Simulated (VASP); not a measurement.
# K3CO (Pm-3m) in VASP: further runs

K3CO is run at these levels: PBE; tasks: single point.

All numbers are computed with VASP 6.6.1; they aren't measurements. Logs are shortened: lines on timing, memory, paths and dates and some standing lists are left out, and cuts for length are marked.

## (1) The cell of the first run

It takes space group Pm-3m (No. 221, cubic). The conventional cell has a = 5.231 Å, b = 5.231 Å, c = 5.231 Å, α = 90.00°, β = 90.00°, γ = 90.00°. Within 3.5 Å of K (site symmetry 4/mmm) lie 2 O at 2.62 Å. Within 4.9 Å of C (site symmetry m-3m) lie 12 K at 3.70 Å and 8 O at 4.53 Å. Within 3.5 Å of O (site symmetry m-3m) lie 6 K at 2.62 Å.

## (2) Single point, PBE

Contents of INCAR:

```
SYSTEM = K3CO
ALGO = Normal ; EDIFF = 1E-6
ENCUT = 600 ; GGA = PE
GGA_COMPAT = .False. ; ISIF = 2
ISMEAR = 1 ; LASPH = .True.
LCHARG = .False. ; LREAL = .False.
LWAVE = .False. ; NBANDS = 26
NELM = 120 ; PREC = Accurate
SIGMA = 0.1
```

Contents of KPOINTS:

```
k-points
0
Gamma
  4 4 4
  0 0 0
```

Contents of POSCAR:

```
K3CO
1.0
    5.2310620000      0.0000000000      0.0000000000
    0.0000000000      5.2310620000      0.0000000000
    0.0000000000      0.0000000000      5.2310620000
K C O
3 1 1
Direct
    0.0000000000      0.0000000000      0.5000000000
    0.0000000000      0.5000000000      0.0000000000
    0.5000000000      0.0000000000      0.0000000000
    0.5000000000      0.5000000000      0.5000000000
    0.0000000000      0.0000000000      0.0000000000
```

Potentials or basis: VASP PAW PBE potentials, release 64 (K_sv, C, O).

Started as:

```bash
$ cat potpaw_PBE.64/K_sv/POTCAR potpaw_PBE.64/C/POTCAR potpaw_PBE.64/O/POTCAR > POTCAR
$ mpirun -np 1 vasp_std > vasp.out
```

OUTCAR:

```text
SYSTEM = K3CO
   EDIFF = 1E-6
   ENCUT = 600
   GGA = PE
   ISIF = 2
   ISMEAR = 1
   LASPH = .True.
   LREAL = .False.
   NELM = 120
   PREC = Accurate

 ion  position               nearest neighbor table
   1  0.000  0.000  0.500-   5 2.62   5 2.62   2 3.70   2 3.70   3 3.70   3 3.70   2 3.70   2 3.70
                             3 3.70   3 3.70
   2  0.000  0.500  0.000-   5 2.62   5 2.62   1 3.70   1 3.70   1 3.70   3 3.70   3 3.70   1 3.70
                             3 3.70   3 3.70
   3  0.500  0.000  0.000-   5 2.62   5 2.62   1 3.70   1 3.70   2 3.70   1 3.70   2 3.70   2 3.70
                             1 3.70   2 3.70
   4  0.500  0.500  0.500-
   5  0.000  0.000  0.000-   1 2.62   2 2.62   3 2.62   1 2.62   2 2.62   3 2.62

  LATTYP: Found a simple cubic cell.
 ALAT       =     5.2310620000

  Lattice vectors:

 A1 = (   5.2310620000,   0.0000000000,   0.0000000000)
 A2 = (   0.0000000000,   5.2310620000,   0.0000000000)
 A3 = (   0.0000000000,   0.0000000000,   5.2310620000)

Analysis of symmetry for initial positions (statically):
=====================================================================
 Subroutine PRICEL returns:
 Original cell was already a primitive cell.

 Routine SETGRP: Setting up the symmetry group for a
 simple cubic supercell.

 Subroutine GETGRP returns: Found 48 space group operations
 (whereof 48 operations were pure point group operations)
 out of a pool of 48 trial point group operations.

The static configuration has the point symmetry O_h .

Analysis of symmetry for dynamics (positions and initial velocities):
=====================================================================
 Subroutine PRICEL returns:
 Original cell was already a primitive cell.

 Routine SETGRP: Setting up the symmetry group for a
 simple cubic supercell.

 Subroutine GETGRP returns: Found 48 space group operations
 (whereof 48 operations were pure point group operations)
 out of a pool of 48 trial point group operations.

The dynamic configuration has the point symmetry O_h .

 Subroutine INISYM returns: Found 48 space group operations
 (whereof 48 operations are pure point group operations),
 and found     1 'primitive' translations

----------------------------------------------------------------------------------------

                                     Primitive cell

  volume of cell :     143.1428
[... 80 lines left out ...]
   EDIFF  = 0.1E-05   stopping-criterion for ELM
   LREAL  =      F    real-space projection
   EDIFFG = 0.1E-04   stopping-criterion for IOM
   NSW    =      0    number of steps for IOM
   IBRION =     -1    ionic relax: 0-MD 1-quasi-New 2-CG
   NFREE  =      0    steps in history (QN), initial steepest desc. (CG)
   ISIF   =      2    stress and relaxation
   ISYM   =      2    0-nonsym 1-usesym 2-fastsym
   POTIM  = 0.5000    time-step for ionic-motion
   TEBEG  =    0.0;   TEEND  =   0.0 temperature during run
   PSTRESS=    0.0 pullay stress
   NELECT =      37.0000    total number of electrons
   NUPDOWN=      -1.0000    fix difference up-down
   EMIN   =  10.00;   EMAX   =-10.00  energy-range for DOS
   EFERMI =   0.00;   METHOD = LEGACY
   ISMEAR =     1;   SIGMA  =   0.10  broadening in eV -4-tet -1-fermi 0-gaus
   EFERMI_NEDOS =   21; number of points for ismear=-14 and -15
   IALGO  =     38    algorithm
   IMIX   =      4    mixing-type and parameters
     AMIX     =   0.40;   BMIX     =  1.00
     AMIX_MAG =   1.60;   BMIX_MAG =  1.00
  volume/ion in A,a.u.               =      28.63       193.20
  Fermi-wavevector in a.u.,A,eV,Ry     =   1.042843  1.970687 14.796625  1.087521
  Thomas-Fermi vector in A             =   2.177526
   LORBIT       =      0    0 simple, 1 ext, 2 COOP (PROOUT), +10 PAW based schemes
   GGA     = PE    functional components
   LHFCALC =     F    Hartree Fock is set to
   AEXX    =    0.0000 exact exchange contribution
   IVDW    =     0    specifies the selected vdW correction
   LEPSILON=     F    determine dielectric tensor
   LRPA    =     F    only Hartree local field effects (RPA)
 non-spin polarized calculation
 Methfessel and Paxton  Order N= 1 SIGMA  =   0.10
  energy-cutoff  :      600.00
  volume of cell :      143.14
 maximum number of plane-waves:      4801
 NGX is ok and might be reduce to    42
   NGX = 21   NGY = 21   NGZ = 21

 number of electron      36.9999993 magnetization

 Free energy of the ion-electron system (eV)
  ---------------------------------------------------
  ext. energy  EPLUGINS =         0.00000000
  ---------------------------------------------------
  free energy    TOTEN  =       -14.33015042 eV

  energy without entropy =      -14.33237678  energy(sigma->0) =      -14.33089254

 E-fermi :  -0.4190     XC(G=0):  -7.4171

 val. band max:       -0.4344462410   @ k =   0.5000   0.2500   0.2500
 cond. band min:      -0.4182538934   @ k =   0.5000   0.2500   0.0000
 fundamental gap:      0.0161923476
 Fermi energy:        -0.4190333534

 k-point     1 :       0.0000    0.0000    0.0000
  band No.  band energies     occupation
      1     -29.9715      2.00000
      2     -29.8829      2.00000
      3     -29.8829      2.00000
      4     -15.1151      2.00000
      5     -13.6889      2.00000
      6     -13.6889      2.00000
[... 279 lines left out ...]
     25       6.0549      0.00000
     26       6.0549      0.00000

------------------------ aborting loop because EDIFF is reached ----------------------------------------

  FORCE on cell =-STRESS in cart. coord.  units (eV):
  Direction    XX          YY          ZZ          XY          YZ          ZX
  --------------------------------------------------------------------------------------
  -------------------------------------------------------------------------------------
  Total       -0.3296730     -0.3296730     -0.3296730      0.0000000      0.0000000     -0.0000000
  in kB       -3.6899828     -3.6899828     -3.6899828      0.0000000      0.0000000     -0.0000000
  external PRESSURE =      -3.6899828 kB  Pullay stress =       0.0000000 kB

 VOLUME and BASIS-vectors are now :
 -----------------------------------------------------------------------------
  energy-cutoff  :      600.00
  volume of cell :      143.14
      direct lattice vectors                 reciprocal lattice vectors
     5.231062000  0.000000000  0.000000000     0.191165771  0.000000000  0.000000000
     0.000000000  5.231062000  0.000000000     0.000000000  0.191165771  0.000000000
     0.000000000  0.000000000  5.231062000     0.000000000  0.000000000  0.191165771

 POSITION                                       TOTAL-FORCE (eV/Angst)
 -----------------------------------------------------------------------------------
      0.00000      0.00000      2.61553         0.000000      0.000000      0.000000
      0.00000      2.61553      0.00000         0.000000      0.000000      0.000000
      2.61553      0.00000      0.00000         0.000000      0.000000      0.000000
      2.61553      2.61553      2.61553         0.000000      0.000000      0.000000
      0.00000      0.00000      0.00000         0.000000      0.000000      0.000000
 -----------------------------------------------------------------------------------
    total drift:                                0.000000      0.000000     -0.000000

  FREE ENERGIE OF THE ION-ELECTRON SYSTEM (eV)
  ---------------------------------------------------
  free  energy   TOTEN  =       -14.3301504247 eV

  energy  without entropy=      -14.3323767831  energy(sigma->0) =      -14.33089254
```

OSZICAR:

```text
N       E                     dE             d eps       ncg     rms          rms(c)
DAV:   1     0.290856695324E+03    0.29086E+03   -0.17979E+04   520   0.138E+03
DAV:   2     0.362330935004E+01   -0.28723E+03   -0.28014E+03   630   0.380E+02
DAV:   3    -0.195047728241E+02   -0.23128E+02   -0.23037E+02   782   0.854E+01
[... 47 lines left out ...]
DAV:  51    -0.143301633222E+02    0.62450E-05   -0.18694E-04   554   0.183E-02    0.555E-02
DAV:  52    -0.143301540939E+02    0.92283E-05   -0.93962E-05   538   0.132E-02    0.303E-02
DAV:  53    -0.143301527248E+02    0.13691E-05   -0.40198E-05   450   0.866E-03    0.253E-02
DAV:  54    -0.143301507520E+02    0.19728E-05   -0.19927E-05   348   0.606E-03    0.140E-02
DAV:  55    -0.143301504247E+02    0.32727E-06   -0.82493E-06   278   0.400E-03
   1 F= -.14330150E+02 E0= -.14330893E+02  d E =0.222636E-02
```

stdout:

```text
POSCAR found type information on POSCAR K C O
 POSCAR found :  3 types and       5 ions
 scaLAPACK will be used
 LDA part: xc-table for (Slater+PW92), standard interpolation
 POSCAR, INCAR and KPOINTS ok, starting setup
 FFT: planning ... GRIDC
 FFT: planning ... GRID_SOFT
 FFT: planning ... GRID
 WAVECAR not read
 entering main loop
```

Run time: 2.6 min. Hardware: 1 thread of Intel Xeon Platinum 8259CL at 2.50GHz (Skylake/Cascade Lake), shared host; peak memory 0.27 GiB.

Results:

* Free energy: -14.3302 eV
* Pressure: -0.4 GPa
* Band gap on the k mesh: zero (an odd number of electrons rules out a gap without spin polarisation)

## (3) Single point, PBE

Contents of INCAR:

```
SYSTEM = K3CO
  PREC = Accurate
  ENCUT = 600
  EDIFF = 1E-6
  ISMEAR = 1
  SIGMA = 0.1
  LREAL = .False.
  LASPH = .True.
  NELM = 120
  ALGO = Normal
  ISIF = 2
  LWAVE = .False.
  LCHARG = .True.
  GGA = PE
  LELF = .True.
  LVHAR = .True.
  NBANDS = 26
  GGA_COMPAT = .False.
```

Contents of KPOINTS:

```
regular mesh
0
Gamma
  5 5 5
  0 0 0
```

POSCAR is that of step 2.

Potentials or basis: VASP PAW PBE potentials, release 64 (K_sv, C, O).

Started as:

```bash
$ cat potpaw_PBE.64/K_sv/POTCAR potpaw_PBE.64/C/POTCAR potpaw_PBE.64/O/POTCAR > POTCAR
$ mpirun -np 1 vasp_std > vasp.out
```

OUTCAR:

```text
SYSTEM = K3CO
   PREC = Accurate
   ENCUT = 600
   EDIFF = 1E-6
   ISMEAR = 1
   LREAL = .False.
   LASPH = .True.
   NELM = 120
   ISIF = 2
   GGA = PE

 ion  position               nearest neighbor table
   1  0.000  0.000  0.500-   5 2.62   5 2.62   2 3.70   2 3.70   3 3.70   3 3.70   2 3.70   2 3.70
                             3 3.70   3 3.70
   2  0.000  0.500  0.000-   5 2.62   5 2.62   1 3.70   1 3.70   1 3.70   3 3.70   3 3.70   1 3.70
                             3 3.70   3 3.70
   3  0.500  0.000  0.000-   5 2.62   5 2.62   1 3.70   1 3.70   2 3.70   1 3.70   2 3.70   2 3.70
                             1 3.70   2 3.70
   4  0.500  0.500  0.500-
   5  0.000  0.000  0.000-   1 2.62   2 2.62   3 2.62   1 2.62   2 2.62   3 2.62

  LATTYP: Found a simple cubic cell.
 ALAT       =     5.2310620000

  Lattice vectors:

 A1 = (   5.2310620000,   0.0000000000,   0.0000000000)
 A2 = (   0.0000000000,   5.2310620000,   0.0000000000)
 A3 = (   0.0000000000,   0.0000000000,   5.2310620000)

Analysis of symmetry for initial positions (statically):
=====================================================================
 Subroutine PRICEL returns:
[... 166 lines left out ...]
 cond. band min:      -0.3939753551   @ k =   0.4000   0.2000   0.2000
 fundamental gap:      0.0824261923
 Fermi energy:        -0.4229571811

 k-point     1 :       0.0000    0.0000    0.0000
  band No.  band energies     occupation
      1     -29.9713      2.00000
      2     -29.8828      2.00000
      3     -29.8828      2.00000
      4     -15.1136      2.00000
      5     -13.6887      2.00000
      6     -13.6887      2.00000
[... 279 lines left out ...]
     25       5.8282      0.00000
     26       5.8282      0.00000

------------------------ aborting loop because EDIFF is reached ----------------------------------------

  FORCE on cell =-STRESS in cart. coord.  units (eV):
  Direction    XX          YY          ZZ          XY          YZ          ZX
  --------------------------------------------------------------------------------------
  -------------------------------------------------------------------------------------
  Total       -0.3077045     -0.3077045     -0.3077045      0.0000000      0.0000000      0.0000000
  in kB       -3.4440923     -3.4440923     -3.4440923      0.0000000      0.0000000      0.0000000
  external PRESSURE =      -3.4440923 kB  Pullay stress =       0.0000000 kB

 VOLUME and BASIS-vectors are now :
 -----------------------------------------------------------------------------
  energy-cutoff  :      600.00
  volume of cell :      143.14
      direct lattice vectors                 reciprocal lattice vectors
     5.231062000  0.000000000  0.000000000     0.191165771  0.000000000  0.000000000
     0.000000000  5.231062000  0.000000000     0.000000000  0.191165771  0.000000000
     0.000000000  0.000000000  5.231062000     0.000000000  0.000000000  0.191165771

 POSITION                                       TOTAL-FORCE (eV/Angst)
 -----------------------------------------------------------------------------------
      0.00000      0.00000      2.61553         0.000000      0.000000      0.000000
      0.00000      2.61553      0.00000         0.000000      0.000000      0.000000
      2.61553      0.00000      0.00000         0.000000      0.000000      0.000000
      2.61553      2.61553      2.61553         0.000000      0.000000      0.000000
      0.00000      0.00000      0.00000         0.000000      0.000000      0.000000
 -----------------------------------------------------------------------------------
    total drift:                                0.000000      0.000000     -0.000000

  FREE ENERGIE OF THE ION-ELECTRON SYSTEM (eV)
  ---------------------------------------------------
  free  energy   TOTEN  =       -14.3301032930 eV

  energy  without entropy=      -14.3391187634  energy(sigma->0) =      -14.33310845
```

stdout:

```text
POSCAR found type information on POSCAR K C O
 POSCAR found :  3 types and       5 ions
 scaLAPACK will be used
 LDA part: xc-table for (Slater+PW92), standard interpolation
 POSCAR, INCAR and KPOINTS ok, starting setup
 FFT: planning ... GRIDC
 FFT: planning ... GRID_SOFT
 FFT: planning ... GRID
 WAVECAR not read
 entering main loop
```

It took 3.6 min on 1 thread of Intel Xeon Platinum 8259CL at 2.50GHz (Skylake/Cascade Lake), shared host; peak memory 0.27 GiB.

Results:

```yaml
Free_energy: -14.3301 eV
Pressure: -0.3 GPa
Band_gap_on_the_k_mesh: zero (an odd number of electrons rules out a gap without spin polarisation)
```

Levels at points of the mesh, in eV from the Fermi level:
| k point | band 16 | band 17 | band 18 | band 19 | band 20 | band 21 |
| --- | --- | --- | --- | --- | --- | --- |
| (0.00, 0.00, 0.00) | -0.08 | -0.08 | 0.32 | 0.32 | 0.32 | 1.98 |

## (4) Single point, PBE

Contents of INCAR:

```
SYSTEM = K3CO
PREC = Accurate ; ENCUT = 600
EDIFF = 1E-6 ; ISMEAR = 1
SIGMA = 0.1 ; LREAL = .FALSE.
LASPH = .TRUE. ; NELM = 120
ALGO = Normal ; ISIF = 2
LWAVE = .FALSE. ; LCHARG = .FALSE.
GGA = PE ; NBANDS = 26
GGA_COMPAT = .FALSE.
```

Contents of KPOINTS:

```
regular mesh
0
G
  6 6 6
  0 0 0
```

POSCAR is that of step 3.

Started as:

```bash
$ cat potpaw_PBE.64/K_sv/POTCAR potpaw_PBE.64/C/POTCAR potpaw_PBE.64/O/POTCAR > POTCAR
$ mpirun -np 1 vasp_std > vasp.out
```

Wall time 5.6 min (1 thread of Intel Xeon Platinum 8259CL at 2.50GHz (Skylake/Cascade Lake), shared host); peak memory 0.3 GiB.

Results (log left out):

- Free energy: -14.3307 eV
- Pressure: -0.2 GPa
- Band gap on the k mesh: zero (an odd number of electrons rules out a gap without spin polarisation)

Levels at points of the mesh, in eV from the Fermi level:
| k point | band 14 | band 15 | band 16 | band 17 | band 18 | band 19 | band 20 | band 21 | band 22 | band 23 |
| --- | --- | --- | --- | --- | --- | --- | --- | --- | --- | --- |
| (0.00, 0.00, 0.00) | -8.05 | -0.08 | -0.08 | -0.08 | 0.32 | 0.32 | 0.32 | 1.98 | 3.89 | 3.89 |
| (0.50, 0.00, 0.00) | -7.98 | -0.70 | -0.53 | -0.07 | -0.07 | 0.14 | 0.14 | 3.53 | 4.41 | 4.89 |
| (0.50, 0.50, 0.00) | -7.95 | -0.91 | -0.91 | -0.14 | -0.11 | -0.11 | 0.09 | 4.82 | 5.13 | 5.31 |
| (0.50, 0.50, 0.50) | -7.97 | -0.87 | -0.87 | -0.87 | -0.06 | -0.06 | -0.06 | 4.93 | 4.93 | 4.93 |

## (5) Summary

```csv
k mesh,gap on the mesh (eV),pressure (GPa)
4 × 4 × 4,none,-0.4
5 × 5 × 5,none,-0.3
6 × 6 × 6,none,-0.2
```

Alike in all rows: task single point; level PBE; potentials or basis VASP PAW PBE potentials, release 64 (K_sv, C, O); no spin polarisation; cell as given; cutoff (eV) 600; smearing methfessel-paxton 0.1 eV.

Absolute energies hang on the potentials; compare differences alone.

The gap in the log of VASP goes by the Fermi energy; the results here count the filled bands.